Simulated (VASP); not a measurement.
# Fe (Im-3m) in VASP: further runs, part 2 of 2

VASP 6.6.1. The steps go on from the part before.

## Step 3: Single point, PBE, collinear spin, ferromagnetic start

This run uses another cell than the first one, of 12.02 Å³/atom, 1.029 times its volume.

The input, INCAR:

```
SYSTEM = Fe
PREC     = Accurate       ! precision mode
ENCUT    = 520            ! plane-wave cutoff, eV
EDIFF    = 1E-6           ! SCF threshold, eV
ISMEAR   = 0              ! smearing method
SIGMA    = 0.015          ! smearing width, eV
LREAL    = .False.        ! projectors in reciprocal space
LASPH    = .True.         ! aspherical terms in the spheres
NELM     = 150            ! most SCF steps
ALGO     = Normal         ! electronic algorithm
ISIF     = 2              ! what is computed and relaxed
LWAVE    = .False.        ! write WAVECAR
LCHARG   = .False.        ! write CHGCAR
ISPIN    = 2              ! spin polarisation
MAGMOM   = 3              ! initial moments
LORBIT   = 11             ! projections on sites
LMAXMIX  = 4              ! l up to which the mixer works
GGA      = PE             ! functional
NBANDS   = 14             ! bands
```

The input, KPOINTS:

```
Automatic mesh
0
Gamma
  13 13 13
  0 0 0
```

The input, POSCAR:

```
Fe
1.0
   -1.4430000000      1.4430000000      1.4430000000
    1.4430000000     -1.4430000000      1.4430000000
    1.4430000000      1.4430000000     -1.4430000000
Fe
1
Direct
    0.0000000000      0.0000000000      0.0000000000
```

Potentials or basis: VASP PAW PBE potentials, release 64 (Fe).

The run is started by

```console
cat potpaw_PBE.64/Fe/POTCAR > POTCAR
mpirun -np 1 vasp_std > vasp.out
```

Wall time 13 s (1 thread of Intel Xeon 6975P-C (Granite Rapids), shared host); peak memory 0.14 GiB.

Results (log left out):

- Free energy: -8.2162 eV
- Pressure: -9.4 GPa
- Net moment: 2.28 μB per cell
- Site moments: Fe +2.29 μB
- Valence electrons inside the program's atomic spheres: Fe 7.16

Levels at points of the mesh, in eV from the Fermi level:
Spin up:
| k point | band 3 | band 4 | band 5 | band 6 | band 7 | band 8 |
| --- | --- | --- | --- | --- | --- | --- |
| (0.00, 0.00, 0.00) | -2.18 | -2.18 | -1.07 | -1.07 | 24.53 | 24.53 |
Spin down:
| k point | band 1 | band 2 | band 3 | band 4 | band 5 | band 6 |
| --- | --- | --- | --- | --- | --- | --- |
| (0.00, 0.00, 0.00) | -7.91 | -0.16 | -0.16 | -0.16 | 1.76 | 1.76 |

## Step 4: Relaxation of cell and atoms, BLYP+D3(BJ), collinear spin, ferromagnetic start

This run uses another cell than the first one, of 12.02 Å³/atom, 1.029 times its volume.

The input, INCAR:

```
  PREC = Accurate
  ENCUT = 600
  EDIFF = 1E-7
  ISMEAR = -1
  SIGMA = 0.05
  LREAL = False
  LASPH = True
  NELM = 150
  ALGO = Normal
  ISIF = 3
  LWAVE = False
  LCHARG = False
  ISPIN = 2
  MAGMOM = 3
  LORBIT = 11
  LMAXMIX = 4
  GGA = B5
  ALDAX = 1.0
  AGGAX = 1.0
  AGGAC = 1.0
  ALDAC = 0.0
  IVDW = 12
  VDW_S6 = 1.0
  VDW_S8 = 2.6996
  VDW_A1 = 0.4298
  VDW_A2 = 4.2359
  IBRION = 2
  NSW = 80
  EDIFFG = -0.005
```

The input, KPOINTS:

```
Automatic mesh
0
Gamma
  13 13 13
```

POSCAR is that of step 3.

The run is started by

```console
cat potpaw_PBE.64/Fe/POTCAR > POTCAR
mpirun -np 1 vasp_std > vasp.out
```

It took 38 s on 1 thread of Intel Xeon 6975P-C (Granite Rapids), shared host; peak memory 0.16 GiB.

The run converged. Its results:

```yaml
Free_energy: -7.9973 eV
Relaxed_volume: 11.09 Å³/atom
Relaxed_cell: a = 2.433 Å, b = 2.433 Å, c = 2.433 Å, α = 109.47°, β = 109.47°, γ = 109.47°
Space_group_after_relaxing_to_0.05_Å: Im-3m (No. 229)
Energy_gained_by_relaxing: 42.6 meV/atom
Ionic_steps: 3
Pressure_after_relaxing: 0.0 GPa
Net_moment: 2.08 μB per cell
Site_moments: Fe +2.07 μB
Valence_electrons_inside_the_program's_atomic_spheres: Fe 7.36
Dispersion_energy_per_atom: -0.844 eV
```

The path:
| step | energy change (eV) | largest force (eV/Å) | pressure (GPa) | volume (Å³) |
| --- | --- | --- | --- | --- |
| 1 | 0.0000 | 0.0000 | -13.08 | 12.02 |
| 2 | -0.0093 | 0.0000 | 16.29 | 10.39 |
| 3 | -0.0426 | 0.0000 | -0.02 | 11.09 |

Final structure:
```
Fe
1.0
    -1.40497    1.40497    1.40497
     1.40497   -1.40497    1.40497
     1.40497    1.40497   -1.40497
Fe
1
Direct
  0.00000 0.00000 0.00000
```

Levels at points of the mesh, in eV from the Fermi level:
Spin up:
```csv
k point,band 1,band 2,band 3,band 4,band 5,band 6,band 7,band 8,band 9,band 10
"(0.00, 0.00, 0.00)",-8.44,-2.36,-2.36,-2.36,-1.10,-1.10,25.51,25.51,25.51,30.77
```
Spin down:
```tsv
k point	band 1	band 2	band 3	band 4	band 5	band 6	band 7	band 8
(0.00, 0.00, 0.00)	-8.28	-0.65	-0.65	-0.65	1.49	1.49	25.30	25.30
```

Caveat: the PAW data sets were made with another functional, which shifts forces and pressure a little; pairwise dispersion overbinds metals, which lowers pressure and volume.

## Step 5: Relaxation of cell and atoms, PBE, collinear spin, ferromagnetic start

This run uses another cell than the first one, of 12.02 Å³/atom, 1.029 times its volume.

The input, INCAR:

```
PREC = Accurate
ENCUT = 600
EDIFF = 1E-6
ISMEAR = -1
SIGMA = 0.05
LREAL = F
LASPH = T
NELM = 150
ALGO = Normal
ISIF = 3
LWAVE = F
LCHARG = F
ISPIN = 2
MAGMOM = 3
LORBIT = 11
LMAXMIX = 4
GGA = PE
IBRION = 2
NSW = 80
EDIFFG = -0.02
```

KPOINTS is that of step 4.

POSCAR is that of step 4.

The run is started by

```console
cat potpaw_PBE.64/Fe/POTCAR > POTCAR
mpirun -np 1 vasp_std > vasp.out
```

Wall time 26 s (1 thread of Intel Xeon 6975P-C (Granite Rapids), shared host); peak memory 0.14 GiB.

Results (log left out):

* Free energy: -8.2444 eV
* Relaxed volume: 11.29 Å³/atom
* Relaxed cell: a = 2.448 Å, b = 2.448 Å, c = 2.448 Å, α = 109.47°, β = 109.47°, γ = 109.47°
* Space group after relaxing (to 0.05 Å): Im-3m (No. 229)
* Energy gained by relaxing: 23.4 meV/atom
* Ionic steps: 3
* Pressure after relaxing: 0.1 GPa
* Net moment: 2.13 μB per cell
* Site moments: Fe +2.13 μB
* Valence electrons inside the program's atomic spheres: Fe 7.28

Step by step:
```csv
step,energy change (eV),largest force (eV/Å),pressure (GPa),volume (Å³)
1,0.0000,0.0000,-9.19,12.02
2,-0.0123,0.0000,8.62,10.86
3,-0.0234,0.0000,0.08,11.29
```

Final structure:
```
CELL_PARAMETERS angstrom
-1.41325 1.41325 1.41325
1.41325 -1.41325 1.41325
1.41325 1.41325 -1.41325
ATOMIC_POSITIONS crystal
Fe 0.00000 0.00000 0.00000
```

Levels at points of the mesh, in eV from the Fermi level:
Spin up:
```
           k point  band 2  band 3  band 4  band 5  band 6  band 7  band 8  band 9
(0.00, 0.00, 0.00)   -2.30   -2.30   -2.30   -1.10   -1.10   25.08   25.08   25.08
```
Spin down:
| k point | band 1 | band 2 | band 3 | band 4 | band 5 | band 6 | band 7 | band 8 |
| --- | --- | --- | --- | --- | --- | --- | --- | --- |
| (0.00, 0.00, 0.00) | -8.32 | -0.47 | -0.47 | -0.47 | 1.63 | 1.63 | 24.82 | 24.82 |

## Step 6: Relaxation of cell and atoms, BLYP+D4, collinear spin, ferromagnetic start

This run uses another cell than the first one, of 12.02 Å³/atom, 1.029 times its volume.

The input, INCAR:

```
PREC = Accurate
ENCUT = 600
EDIFF = 1E-7
ISMEAR = -1
SIGMA = 0.05
LREAL = False
LASPH = True
NELM = 150
ALGO = Normal
ISIF = 3
LWAVE = False
LCHARG = False
ISPIN = 2
MAGMOM = 3
LORBIT = 11
LMAXMIX = 4
GGA = B5
ALDAX = 1.0
AGGAX = 1.0
AGGAC = 1.0
ALDAC = 0.0
IVDW = 13
VDW_S6 = 1.0
VDW_S8 = 2.34076671
VDW_A1 = 0.44488865
VDW_A2 = 4.0933009
IBRION = 2
NSW = 80
EDIFFG = -0.005
```

KPOINTS is that of step 5.

POSCAR is that of step 5.

Potentials or basis: VASP PAW PBE potentials, release 64 (Fe).

The run is started by

```console
cat potpaw_PBE.64/Fe/POTCAR > POTCAR
mpirun -np 1 vasp_std > vasp.out
```

Run time: 41 s. Hardware: 1 thread of Intel Xeon 6975P-C (Granite Rapids), shared host; peak memory 0.15 GiB.

Results (log left out):

* Free energy: -7.8480 eV
* Relaxed volume: 11.24 Å³/atom
* Relaxed cell: a = 2.444 Å, b = 2.444 Å, c = 2.444 Å, α = 109.47°, β = 109.47°, γ = 109.47°
* Space group after relaxing (to 0.05 Å): Im-3m (No. 229)
* Energy gained by relaxing: 29.2 meV/atom
* Ionic steps: 3
* Pressure after relaxing: -0.1 GPa
* Net moment: 2.09 μB per cell
* Site moments: Fe +2.08 μB
* Valence electrons inside the program's atomic spheres: Fe 7.33
* Dispersion energy per atom: -0.685 eV

The path:
| step | energy change (eV) | largest force (eV/Å) | pressure (GPa) | volume (Å³) |
| --- | --- | --- | --- | --- |
| 1 | 0.0000 | 0.0000 | -10.78 | 12.02 |
| 2 | -0.0086 | 0.0000 | 12.11 | 10.67 |
| 3 | -0.0292 | 0.0000 | -0.05 | 11.24 |

Final structure:
```
Fe
1.0
    -1.41112    1.41112    1.41112
     1.41112   -1.41112    1.41112
     1.41112    1.41112   -1.41112
Fe
1
Direct
  0.00000 0.00000 0.00000
```

Levels at points of the mesh, in eV from the Fermi level:
Spin up:
```
           k point  band 2  band 3  band 4  band 5  band 6  band 7  band 8  band 9
(0.00, 0.00, 0.00)   -2.32   -2.32   -2.32   -1.09   -1.09   25.40   25.40   25.40
```
Spin down:
```
           k point  band 1  band 2  band 3  band 4  band 5  band 6  band 7  band 8
(0.00, 0.00, 0.00)   -8.19   -0.60   -0.60   -0.60    1.52    1.52   25.18   25.18
```

Caveat: the PAW data sets were made with another functional, which shifts forces and pressure a little; pairwise dispersion overbinds metals, which lowers pressure and volume.

## Step 7: Summary

| task | level | cell | cutoff (eV) | smearing | gap on the mesh (eV) | pressure (GPa) | moment (μB) | relaxed volume (Å³/atom) |
| --- | --- | --- | --- | --- | --- | --- | --- | --- |
| single point | RPBE | a = 2.475 Å, angles 109.5°, 1 atom | 520 | fermi-dirac 0.05 eV | none | 0.2 | 2.24 | - |
| single point | PBE | a = 2.499 Å, angles 109.5°, 1 atom | 520 | gaussian 0.015 eV | none | -9.4 | 2.28 | - |
| relaxation of cell and atoms | BLYP+D3(BJ) | relaxed from a = 2.499 Å, angles 109.5°, 1 atom | 600 | fermi-dirac 0.05 eV | none | 0.0 | 2.08 | 11.09 |
| relaxation of cell and atoms | PBE | relaxed from a = 2.499 Å, angles 109.5°, 1 atom | 600 | fermi-dirac 0.05 eV | none | 0.1 | 2.13 | 11.29 |
| relaxation of cell and atoms | BLYP+D4 | relaxed from a = 2.499 Å, angles 109.5°, 1 atom | 600 | fermi-dirac 0.05 eV | none | -0.1 | 2.09 | 11.24 |

Alike in all rows: potentials or basis VASP PAW PBE potentials, release 64 (Fe); spin collinear, ferromagnetic start; k mesh 13 × 13 × 13.

Caveats: the PAW data sets were made with another functional, which shifts forces and pressure a little (some runs); pairwise dispersion overbinds metals, which lowers pressure and volume (some runs).

Total energies depend on the potentials used, so only differences within one code and one set of settings carry meaning.
